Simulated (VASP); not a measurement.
# SrAg2Ir2 (I4/mmm) in VASP: single point with r2SCAN

Aim: the single point of SrAg2Ir2 with r2SCAN.

Everything below comes from runs of VASP 6.6.1. Logs are shortened: lines on timing, memory, paths and dates and some standing lists are left out, and cuts for length are marked.

**1. The cell of the first run**

The structure is tetragonal, space group I4/mmm (No. 139). The conventional cell has a = 4.411 Å, b = 4.411 Å, c = 10.754 Å, α = 90.00°, β = 90.00°, γ = 90.00°. Ir (site symmetry 4mm) has 1 Ir at 2.45 Å and 4 Ag at 2.65 Å within 3.2 Å. Within 3.5 Å of Ag (site symmetry -4m2) lie 4 Ir at 2.65 Å and 4 Ag at 3.12 Å and 4 Sr at 3.48 Å. Sr (site symmetry 4/mmm) has 10 Ir at 3.35 to 4.15 Å and 8 Ag at 3.48 Å and 4 Sr at 4.41 Å within 4.5 Å.

**2. Single point, r2SCAN**

POSCAR

```
SrAg2Ir2
1.0
    0.0000000000      4.4105517600      0.0000000000
    4.4105517600      0.0000000000      0.0000000000
    2.2052763800      2.2052763800     -5.3769093400
Ir Ag Sr
2 2 1
Direct
    0.3860000000      0.3860000000      0.2280000000
    0.6140000000      0.6140000000      0.7720000000
    0.7500000000      0.2500000000      0.5000000000
    0.2500000000      0.7500000000      0.5000000000
    0.0000000000      0.0000000000      0.0000000000
```

INCAR.step1

```
ALGO = Normal
EDIFF = 1E-4
ENCUT = 520
GGA = PE
ISMEAR = -5
LASPH = T
LCHARG = F
LMAXMIX = 4
LREAL = F
LWAVE = T
NBANDS = 33
NELM = 100
PREC = Accurate
SIGMA = 0.0488
```

INCAR.step2

```
ALGO = Normal
EDIFF = 1E-6
ENCUT = 520
ISIF = 2
ISMEAR = -1
ISTART = 1
LASPH = T
LCHARG = F
LMAXMIX = 4
LMIXTAU = T
LORBIT = 11
LREAL = F
LWAVE = F
METAGGA = R2SCAN
NBANDS = 33
NELM = 100
PREC = Accurate
SIGMA = 0.0488
```

KPOINTS

```
k-points
0
Gamma
  8 8 8
```

Potentials or basis: VASP PAW PBE potentials, release 64 (Ir, Ag, Sr_sv).

On the command line:

```bash
> cat potpaw_PBE.64/Ir/POTCAR potpaw_PBE.64/Ag/POTCAR potpaw_PBE.64/Sr_sv/POTCAR > POTCAR
> cp INCAR.step1 INCAR
> mpirun -np 1 vasp_std > vasp.out
> cp INCAR.step2 INCAR
> mpirun -np 1 vasp_std > vasp.out
```

OUTCAR:

```text
EDIFF = 1E-6
   ENCUT = 520
   ISIF = 2
   ISMEAR = -1
   ISTART = 1
   LASPH = T
   LORBIT = 11
   LREAL = F
   METAGGA = R2SCAN
   NELM = 100
   PREC = Accurate

 ion  position               nearest neighbor table
   1  0.386  0.386  0.228-   2 2.45   4 2.65   3 2.65   3 2.65   4 2.65   5 3.35   5 3.35   5 3.35
                             5 3.35   5 4.15
   2  0.614  0.614  0.772-   1 2.45   3 2.65   4 2.65   3 2.65   4 2.65   5 3.35   5 3.35   5 3.35
                             5 3.35   5 4.15
   3  0.750  0.250  0.500-   1 2.65   2 2.65   2 2.65   1 2.65   4 3.12   4 3.12   4 3.12   4 3.12
                             5 3.48   5 3.48   5 3.48   5 3.48
   4  0.250  0.750  0.500-   1 2.65   2 2.65   2 2.65   1 2.65   3 3.12   3 3.12   3 3.12   3 3.12
                             5 3.48   5 3.48   5 3.48   5 3.48
   5  0.000  0.000  0.000-   2 3.35   1 3.35   2 3.35   1 3.35   1 3.35   2 3.35   2 3.35   1 3.35
                             3 3.48   4 3.48   4 3.48   3 3.48   4 3.48   3 3.48   4 3.48   3 3.48

  LATTYP: Found a body centered tetragonal cell.
 ALAT       =     4.4105517600
 C/A-ratio  =     2.4382025799

  Lattice vectors:

 A1 = (  -2.2052763800,   2.2052753800,   5.3769093400)
 A2 = (   2.2052753800,  -2.2052763800,   5.3769093400)
 A3 = (   2.2052763800,   2.2052763800,  -5.3769093400)

Analysis of symmetry for initial positions (statically):
=====================================================================
 Subroutine PRICEL returns:
 Original cell was already a primitive cell.

 Routine SETGRP: Setting up the symmetry group for a
 body centered tetragonal supercell.

 Subroutine GETGRP returns: Found 16 space group operations
 (whereof 16 operations were pure point group operations)
 out of a pool of 16 trial point group operations.

The static configuration has the point symmetry D_4h.

Analysis of symmetry for dynamics (positions and initial velocities):
=====================================================================
 Subroutine PRICEL returns:
 Original cell was already a primitive cell.

 Routine SETGRP: Setting up the symmetry group for a
 body centered tetragonal supercell.

 Subroutine GETGRP returns: Found 16 space group operations
 (whereof 16 operations were pure point group operations)
 out of a pool of 16 trial point group operations.

The dynamic configuration has the point symmetry D_4h.

 Subroutine INISYM returns: Found 16 space group operations
 (whereof 16 operations are pure point group operations),
 and found     1 'primitive' translations

----------------------------------------------------------------------------------------

                                     Primitive cell

  volume of cell :     104.5968

  direct lattice vectors                    reciprocal lattice vectors
     0.000000000  4.410551760  0.000000000     0.000000000  0.226729002  0.092990244
     4.410551760  0.000000000  0.000000000     0.226729002  0.000000000  0.092990244
     2.205276380  2.205276380 -5.376909340     0.000000000  0.000000000 -0.185980447

  length of vectors
     4.410551760  4.410551760  6.215918426     0.245057597  0.245057597  0.185980447

  position of ions in fractional coordinates (direct lattice)
     0.386000000  0.386000000  0.228000000
     0.614000000  0.614000000  0.772000000
     0.750000000  0.250000000  0.500000000
     0.250000000  0.750000000  0.500000000
     0.000000000  0.000000000  0.000000000

  ion indices of the primitive-cell ions
   primitive index   ion index
                 1           1
                 2           2
                 3           3
                 4           4
                 5           5

----------------------------------------------------------------------------------------

 KPOINTS: k-points

Automatic generation of k-mesh.
 Grid dimensions read from file:
 generate k-points for:    8    8    8

 Generating k-lattice:

  Cartesian coordinates                     Fractional coordinates (reciprocal lattice)
     0.000000000  0.028341125  0.011623781     0.125000000  0.000000000  0.000000000
     0.028341125  0.000000000  0.011623781     0.000000000  0.125000000  0.000000000
     0.000000000  0.000000000 -0.023247556     0.000000000  0.000000000  0.125000000

  Length of vectors
     0.030632200  0.030632200  0.023247556

  Shift w.r.t. Gamma in fractional coordinates (k-lattice)
     0.000000000  0.000000000  0.000000000

 Subroutine IBZKPT returns following result:
 ===========================================

 Found     59 irreducible k-points:

 Following reciprocal coordinates:
            Coordinates               Weight
  0.000000  0.000000  0.000000      1.000000
  0.125000  0.000000  0.000000      8.000000
  0.250000  0.000000  0.000000      8.000000
  0.375000  0.000000  0.000000      8.000000
  0.500000  0.000000  0.000000      4.000000
  0.125000  0.125000  0.000000      8.000000
[... 16 lines left out ...]
  0.250000  0.000000  0.125000      4.000000
  0.375000  0.000000  0.125000      8.000000
 [... further k-points ...]
   k-points           NKPTS =     59   k-points in BZ     NKDIM =     59   number of bands    NBANDS=     33
   number of dos      NEDOS =    301   number of ions     NIONS =      5
   total plane-waves  NPLWV =  62208
   dimension x,y,z NGX =    36 NGY =   36 NGZ =   48
   dimension x,y,z NGXF=    72 NGYF=   72 NGZF=   96
   ions per type =               2   2   1
   NGX,Y,Z   is equivalent  to a cutoff of  13.57, 13.57, 12.84 a.u.
   NGXF,Y,Z  is equivalent  to a cutoff of  27.14, 27.14, 25.68 a.u.
 SYSTEM =  unknown system
   PREC   = accura    normal or accurate (medium, high low for compatibility)
   ISTART =      1    job   : 0-new  1-cont  2-samecut
   ICHARG =      0    charge: 1-file 2-atom 10-const
   ISPIN  =      1    spin polarized calculation?
   LNONCOLLINEAR =      F non collinear calculations
   LSORBIT =      F    spin-orbit coupling
   LASPH  =      T    aspherical Exc in radial PAW
   ENCUT  =  520.0 eV  38.22 Ry    6.18 a.u.   8.20  8.20 11.56*2*pi/ulx,y,z
   NELM   =    100;   NELMIN=  2; NELMDL=  0     # of ELM steps
   EDIFF  = 0.1E-05   stopping-criterion for ELM
   LREAL  =      F    real-space projection
   EDIFFG = 0.1E-04   stopping-criterion for IOM
   NSW    =      0    number of steps for IOM
   IBRION =     -1    ionic relax: 0-MD 1-quasi-New 2-CG
   NFREE  =      0    steps in history (QN), initial steepest desc. (CG)
   ISIF   =      2    stress and relaxation
   ISYM   =      2    0-nonsym 1-usesym 2-fastsym
   POTIM  = 0.5000    time-step for ionic-motion
   TEBEG  =    0.0;   TEEND  =   0.0 temperature during run
   PSTRESS=    0.0 pullay stress
   NELECT =      50.0000    total number of electrons
   NUPDOWN=      -1.0000    fix difference up-down
   EMIN   =  10.00;   EMAX   =-10.00  energy-range for DOS
   EFERMI =   0.00;   METHOD = LEGACY
   ISMEAR =    -1;   SIGMA  =   0.05  broadening in eV -4-tet -1-fermi 0-gaus
   EFERMI_NEDOS =   21; number of points for ismear=-14 and -15
   IALGO  =     38    algorithm
   IMIX   =      4    mixing-type and parameters
     AMIX     =   0.40;   BMIX     =  1.00
     AMIX_MAG =   1.60;   BMIX_MAG =  1.00
  volume/ion in A,a.u.               =      20.92       141.17
  Fermi-wavevector in a.u.,A,eV,Ry     =   1.280045  2.418935 22.293360  1.638516
  Thomas-Fermi vector in A             =   2.412496
   LORBIT       =     11    0 simple, 1 ext, 2 COOP (PROOUT), +10 PAW based schemes
   METAGGA = R2SCAN    functional components
   LHFCALC =     F    Hartree Fock is set to
   AEXX    =    0.0000 exact exchange contribution
   IVDW    =     0    specifies the selected vdW correction
   LEPSILON=     F    determine dielectric tensor
   LRPA    =     F    only Hartree local field effects (RPA)
 non-spin polarized calculation
  energy-cutoff  :      520.00
  volume of cell :      104.60
 maximum number of plane-waves:      2863
 NGX is ok and might be reduce to    36

 number of electron      50.0000000 magnetization

 Free energy of the ion-electron system (eV)
  ---------------------------------------------------
  ext. energy  EPLUGINS =         0.00000000
  ---------------------------------------------------
  free energy    TOTEN  =      -161.31750043 eV

  energy without entropy =     -161.27144730  energy(sigma->0) =     -161.29447387

 E-fermi :   5.4464     XC(G=0): -11.8967

 val. band max:        5.4285769790   @ k =   0.5000   0.2500   0.0000
 cond. band min:       5.4600874379   @ k =  -0.1250   0.0000   0.3750
 fundamental gap:      0.0315104589
 Fermi energy:         5.4463862281

 k-point     1 :       0.0000    0.0000    0.0000
  band No.  band energies     occupation
      1     -30.4744      2.00000
      2     -11.9774      2.00000
      3     -11.8547      2.00000
      4     -11.8546      2.00000
      5      -1.7405      2.00000
      6      -0.3584      2.00000
[... 25 lines left out ...]
     32      12.3296      0.00000
     33      12.4857      0.00000

 k-point     2 :       0.1250    0.0000    0.0000
  band No.  band energies     occupation
      1     -30.4738      2.00000
      2     -11.9758      2.00000
      3     -11.8705      2.00000
      4     -11.8544      2.00000
      5      -1.5782      2.00000
      6      -0.3152      2.00000
[... 25 lines left out ...]
     32      11.7776      0.00000
     33      12.4716      0.00000
[... 754 lines left out ...]
     32      11.5638      0.00000
     33      12.4480      0.00000

 k-point    24 :       0.3750    0.0000    0.1250
  band No.  band energies     occupation
      1     -30.4711      2.00000
      2     -11.9665      2.00000
      3     -11.9452      2.00000
      4     -11.8530      2.00000
      5      -0.7023      2.00000
      6       0.0630      2.00000
[... 25 lines left out ...]
     32      11.6140      0.00000
     33      12.1044      0.00000

 [... further k-points ...]
[... 5 lines left out ...]
  --------------------------------------------------------------------------------------
  -------------------------------------------------------------------------------------
  Total        1.9847161      1.9847161     -2.7780146     -0.0000000      0.0000003      0.0000003
  in kB       30.4011781     30.4011781    -42.5526441     -0.0000000      0.0000040      0.0000040
  external PRESSURE =       6.0832374 kB  Pullay stress =       0.0000000 kB

 VOLUME and BASIS-vectors are now :
 -----------------------------------------------------------------------------
  energy-cutoff  :      520.00
  volume of cell :      104.60
      direct lattice vectors                 reciprocal lattice vectors
     0.000000000  4.410551760  0.000000000     0.000000000  0.226729002  0.092990244
     4.410551760  0.000000000  0.000000000     0.226729002  0.000000000  0.092990244
     2.205276380  2.205276380 -5.376909340     0.000000000  0.000000000 -0.185980447

 POSITION                                       TOTAL-FORCE (eV/Angst)
 -----------------------------------------------------------------------------------
      2.20528      2.20528     -1.22594        -0.000000     -0.000000      1.969563
      4.41055      4.41055     -4.15097         0.000000      0.000000     -1.969563
      2.20528      4.41055     -2.68845         0.000000     -0.000000      0.000000
      4.41055      2.20528     -2.68845        -0.000000      0.000000      0.000000
      0.00000      0.00000      0.00000        -0.000000     -0.000000      0.000000
 -----------------------------------------------------------------------------------
    total drift:                                0.000000      0.000000     -0.000000

  FREE ENERGIE OF THE ION-ELECTRON SYSTEM (eV)
  ---------------------------------------------------
  free  energy   TOTEN  =      -161.3175004338 eV

  energy  without entropy=     -161.2714472969  energy(sigma->0) =     -161.29447387

 total charge

# of ion       s       p       d       tot
------------------------------------------
    1        0.723   0.385   7.108   8.216
    2        0.723   0.385   7.108   8.216
    3        0.527   0.385   9.094  10.006
    4        0.527   0.385   9.094  10.006
    5        2.018   5.860   0.190   8.068
--------------------------------------------------
tot          4.517   7.401  32.593  44.510
```

It took 8 min on 1 thread of Intel Xeon Platinum 8488C (Sapphire Rapids), shared host; peak memory 0.4 GiB.

Results:

| Item | Value |
| --- | --- |
| Free energy | -161.3175 eV |
| Pressure | 0.6 GPa |
| Largest force | 1.970 eV/Å |
| Band gap on the k mesh | zero (bands 25 and 26 overlap by 0.28 eV) |
| Valence electrons inside the program's atomic spheres | Ir 8.22; Ag 10.01; Sr 8.07 |

Forces in eV/Å, atoms in the order of the input:
```
Ir   0.000  0.000  1.970
Ir   0.000  0.000 -1.970
Ag   0.000  0.000  0.000
Ag   0.000  0.000  0.000
Sr   0.000  0.000  0.000
```

Levels at points of the mesh, in eV from the Fermi level:
```csv
k point,band 23,band 24,band 25,band 26,band 27,band 28
"(0.00, 0.00, 0.00)",-1.26,-1.24,-1.02,0.30,2.81,3.28
"(0.50, 0.00, 0.00)",-0.94,-0.49,-0.17,-0.07,1.56,1.75
"(0.50, 0.50, 0.00)",-0.37,-0.32,-0.18,0.24,0.40,1.53
"(0.00, 0.00, 0.50)",-0.44,0.05,0.05,0.35,2.45,2.45
```

Caveat: the PAW data sets were made with another functional, which shifts forces and pressure a little; spin-orbit coupling is left out, which moves the levels of the heavy elements.
